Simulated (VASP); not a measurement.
A run of VASP 6.6.1 is set up as follows.

The input INCAR:

```
PREC     = Accurate       # precision mode
ENCUT    = 520            # plane-wave cutoff, eV
EDIFF    = 1E-7           # SCF threshold, eV
ISMEAR   = 0              # smearing method
SIGMA    = 0.15           # smearing width, eV
LREAL    = False          # projectors in reciprocal space
LASPH    = True           # aspherical terms in the spheres
NELM     = 60             # most SCF steps
ALGO     = Fast           # electronic algorithm
ISIF     = 2              # what is computed and relaxed
LWAVE    = False          # write WAVECAR
LCHARG   = False          # write CHGCAR
GGA      = PS             # functional
NBANDS   = 16             # bands
```

Contents of KPOINTS:

```
Automatic mesh
0
Gamma
  12 12 16
```

Contents of POSCAR:

```
Al2Cu
1.0
    4.1454347794      0.0000000000      0.0000000000
    0.0000000000      4.1454347794      0.0000000000
    0.0000000000      0.0000000000      2.8036988300
Al Cu
2 1
Direct
    0.5000000000      0.0000000000      0.5000000000
    0.0000000000      0.5000000000      0.5000000000
    0.0000000000      0.0000000000      0.0000000000
```

Potentials or basis: VASP PAW PBE potentials, release 64 (Al, Cu).

Run with:

```bash
$ cat potpaw_PBE.64/Al/POTCAR potpaw_PBE.64/Cu/POTCAR > POTCAR
$ mpirun -np 1 vasp_std > vasp.out
```

(1) What does it give for the pressure?

## Answers

(1) -1.2 GPa.

Caveat: the cell differs from its parent crystal (strain +0.015 along x and y, -0.015 along z); the PAW data sets were made with another functional, which shifts forces and pressure a little.
